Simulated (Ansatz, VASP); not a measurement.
## One calculation of BaTiO3, two programs

```xyz
5
Lattice="2.8831 1.6646 2.3632 -2.8831 1.6646 2.3632 0.0000 -3.3291 2.3632" Properties=species:S:1:pos:R:3 pbc="T T T"
Ba   -2.7534    1.6950    2.4194
Ti   -0.0616   -0.0680    3.7121
O    -0.0314   -1.5962    4.6190
O    -1.4771    0.8597    4.5669
O     1.4404    0.7741    4.6187
```

Change from the starting cell: volume scaled by 1.06.

Alike in both runs: task single point; functional PBE; k mesh 7 × 7 × 7; occupations fermi-dirac, width 0.05 eV; no spin polarisation.

```csv
,VASP,Ansatz
version,VASP 6.6.1,Ansatz 0.2.0
potentials or method,"VASP PAW PBE potentials, release 64 (Ba_sv, Ti_sv, O), cutoff 520 eV","all-electron LAPW, scalar-relativistic"
```

|  | VASP | Ansatz | Ansatz less VASP |
| --- | --- | --- | --- |
| gap on the k mesh at the Fermi level (eV) | 2.58 | 2.60 | +0.023 |
| least direct gap on the mesh (eV) | 3.14 | 3.16 | +0.019 |
| pressure (GPa) | 1.2 | -0.4 | -1.56 |
| traceless stress, the component that is largest in VASP (GPa) | -3.76 | -3.57 | +0.193 |
| rms of the force components (eV/Å) | 0.559 | 0.516 | -0.0431 |

Atom by atom the forces differ by 0.060 eV/Å (rms over components). Ansatz ran all-electron here, and VASP with PAW potentials.

Neither program's run includes spin-orbit coupling.
